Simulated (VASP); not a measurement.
A run of VASP 6.6.1:

INCAR

```
SYSTEM = RbVF3
ALGO = Normal
EDIFF = 1E-6
ENCUT = 520
GGA = PS
ISIF = 2
ISMEAR = 0
ISPIN = 2
LASPH = .TRUE.
LCHARG = .TRUE.
LELF = .TRUE.
LMAXMIX = 4
LORBIT = 11
LREAL = .FALSE.
LVHAR = .TRUE.
LWAVE = .FALSE.
MAGMOM = 0 2.42 0 0 0
NBANDS = 34
NELM = 150
PREC = Accurate
SIGMA = 0.02
```

The input KPOINTS:

```
k-points
0
G
  8 8 8
  0 0 0
```

Contents of POSCAR:

```
RbVF3
1.0
    4.1091772453      0.0000000000      0.0000000000
    0.0000000000      4.1091772453      0.0000000000
    0.0000000000      0.0000000000      4.1091772453
Rb V F
1 1 3
Direct
    0.0000000000      0.0000000000      0.0000000000
    0.5000000000      0.5000000000      0.5000000000
    0.5000000000      0.5000000000      0.0000000000
    0.0000000000      0.5000000000      0.5000000000
    0.5000000000      0.0000000000      0.5000000000
```

Potentials or basis: VASP PAW PBE potentials, release 64 (Rb_sv, V_sv, F).

Launch:

```sh
$ cat potpaw_PBE.64/Rb_sv/POTCAR potpaw_PBE.64/V_sv/POTCAR potpaw_PBE.64/F/POTCAR > POTCAR
$ mpirun -np 1 vasp_std > vasp.out
```

Hardware: 1 thread of Intel Xeon 6975P-C (shared host).

Q: Estimate the wall time of this run.

A: It took 110 s on 1 thread of Intel Xeon 6975P-C (shared host), peak memory 0.28 GiB. Counts: scf iterations 16, k points 35.
